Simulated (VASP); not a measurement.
Write the native input for VASP 6.6.1 that does the following.

| Item | Value |
| --- | --- |
| Task | single point |
| Functional | r2SCAN |
| Potentials or basis | VASP PAW PBE potentials, release 64 (Hf_pv, N) |
| Cutoff | 520 eV |
| k mesh | 18 × 18 × 18 |
| Occupations | gaussian, width 0.15 eV |
| Spin | no spin polarisation |
| Dipole correction | no |
| Further INCAR settings | ALGO = Normal; EDIFF = 1e-06; NBANDS = 14 |

The system is HfN.

```xyz
2
Lattice="0.0000 2.0896 2.0896 2.2590 -0.1694 2.2590 2.2590 2.2590 -0.1694" Properties=species:S:1:pos:R:3 pbc="T T T"
Hf    0.0000    0.0000    0.0000
N     2.2590    2.0896    2.0896
```

This cell differs from its parent crystal: strain -0.1500 x Voigt [0, 0, 0, 1, 0, 0].

These files were run (other wordings do the same):

POSCAR

```
HfN
1.0
    0.0000000000      2.0895750000      2.0895750000
    2.2590000000     -0.1694250000      2.2590000000
    2.2590000000      2.2590000000     -0.1694250000
Hf N
1 1
Direct
    0.0000000000      0.0000000000      0.0000000000
    0.5000000000      0.5000000000      0.5000000000
```

INCAR.step1

```
PREC = Accurate ; ENCUT = 520
ISMEAR = 0 ; SIGMA = 0.15
LREAL = F ; LASPH = T
NELM = 100 ; NBANDS = 14
GGA = PE ; ALGO = Normal
EDIFF = 1E-4 ; LWAVE = T
LCHARG = F
```

INCAR.step2

```
PREC = Accurate ; ENCUT = 520
EDIFF = 1E-6 ; ISMEAR = 0
SIGMA = 0.15 ; LREAL = F
LASPH = T ; NELM = 100
ALGO = Normal ; ISIF = 2
LWAVE = F ; LCHARG = T
METAGGA = R2SCAN ; LMIXTAU = T
LELF = T ; LVHAR = T
NBANDS = 14 ; ISTART = 1
```

KPOINTS

```
regular mesh
0
Gamma
  18 18 18
```

Potentials or basis: VASP PAW PBE potentials, release 64 (Hf_pv, N).

Run with:

```bash
$ cat potpaw_PBE.64/Hf_pv/POTCAR potpaw_PBE.64/N/POTCAR > POTCAR
$ cp INCAR.step1 INCAR
$ mpirun -np 1 vasp_std > vasp.out
$ cp INCAR.step2 INCAR
$ mpirun -np 1 vasp_std > vasp.out
```

It gave:

```yaml
Pressure: 0.9 GPa
Band_gap_on_the_k_mesh: zero (an odd number of electrons rules out a gap without spin polarisation)
```

Caveat: the cell differs from its parent crystal (strain -0.1500 x Voigt [0, 0, 0, 1, 0, 0]); the stress differs along the axes, from -4 to 3 GPa; the PAW data sets were made with another functional, which shifts forces and pressure a little; spin-orbit coupling is left out, which moves the levels of the heavy elements.

Wall time 23 min on 1 thread of Oxide Virtual Turin-like Processor, with other jobs on the host, peak memory 0.36 GiB.
